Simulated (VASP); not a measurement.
Crystal: Sb.

```
Sb
1.0
     2.18790    1.26319    3.84317
    -2.18790    1.26319    3.84317
     0.00000   -2.52637    3.84317
Sb
2
Direct
  0.23268 0.23268 0.23268
  0.76732 0.76732 0.76732
```

Base run:

```yaml
Program: VASP 6.6.1
Functional: PBE
Potentials_or_basis: VASP PAW PBE potentials, release 64 (Sb)
Cutoff: 520 eV
k_mesh: 9 × 9 × 9
Occupations: fermi-dirac, width 0.6 eV
Spin: no spin polarisation
```

Its results: band gap on the k mesh 0.17 eV, indirect (least direct gap 0.50 eV); pressure 1.4 GPa; largest force 0.452 eV/Å.

The run is repeated on the same cell with these changes: occupations from fermi-dirac, width 0.6 eV to gaussian, width 0.6 eV. What comes out?

Band gap on the k mesh 0.17 eV, indirect (least direct gap 0.50 eV); pressure 0.1 GPa; largest force 0.115 eV/Å.

Caveats: spin-orbit coupling is left out, which moves the levels of the heavy elements.

A k mesh can miss the band edges.
